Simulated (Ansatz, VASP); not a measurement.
## Ti: VASP beside Ansatz

The input INCAR:

```
SYSTEM = Ti
ALGO = Normal
EDIFF = 1E-6
ENCUT = 520
GGA = CA
ISIF = 2
ISMEAR = -1
ISPIN = 2
LASPH = .True.
LCHARG = .False.
LMAXMIX = 4
LORBIT = 11
LREAL = .False.
LWAVE = .False.
MAGMOM = 1 1
NBANDS = 23
NELM = 150
PREC = Accurate
SIGMA = 0.05
```

File KPOINTS:

```
k-points
0
Gamma
  21 21 12
  0 0 0
```

File POSCAR:

```
Ti
1.0
    2.7845621111      0.0000000000      0.0000000000
   -1.3922810556      2.4115015267      0.0000000000
    0.0000000000      0.0000000000      4.4152366962
Ti
2
Direct
    0.3333333333      0.6666666667      0.2500000000
    0.6666666667      0.3333333333      0.7500000000
```

Input for Ansatz:

```yaml
crystal:
  lattice:
    - [2.7845621111, 0.0, 0.0]
    - [-1.3922810556, 2.4115015267, 0.0]
    - [0.0, 0.0, 4.4152366962]
  atoms:
    - { symbol: Ti, position: [0.3333333333, 0.6666666667, 0.25], spin: 1.0 }
    - { symbol: Ti, position: [0.6666666667, 0.3333333333, 0.75], spin: 1.0 }
hamiltonian:
  xc: lda
  pseudopotentials:
    kind: paw
    azcp:
      Ti: "pseudopotentials/Ti.paw.azcp"
basis:
  ecutwfc: 420
  fft_grid_basis: typed
kpoints:
  mp_grid: { grid: [21, 21, 12], shift: [0, 0, 0] }
magnetization:
  spin_polarized: true
scf:
  occupations: { method: fermi_dirac, width: 0.05 }
output:
  stress: true
```

Alike in both runs: task single point; functional LDA; k mesh 21 × 21 × 12; occupations fermi-dirac, width 0.05 eV; collinear spin.

```csv
,VASP,Ansatz
version,VASP 6.6.1,Ansatz 0.2.0
potentials or method,"VASP PAW LDA potentials, release 64 (Ti_sv), cutoff 520 eV","plane waves (420 eV) with PAW, scalar-relativistic"
valence electrons in the cell,24,24
```

```tsv
	VASP	Ansatz	Ansatz less VASP
pressure (GPa)	11.9	12.1	+0.25
traceless stress, the component that is largest in VASP (GPa)	0.29	0.26	-0.037
net moment per atom (μB)	0.00	0.00	0.000
```

Ansatz warns that its potentials were made for another functional, while VASP's fit it. LDA's correlation is that of Perdew and Zunger in VASP and of Perdew and Wang (1992) in Ansatz. Ansatz's warnings: seeded moment not kept.
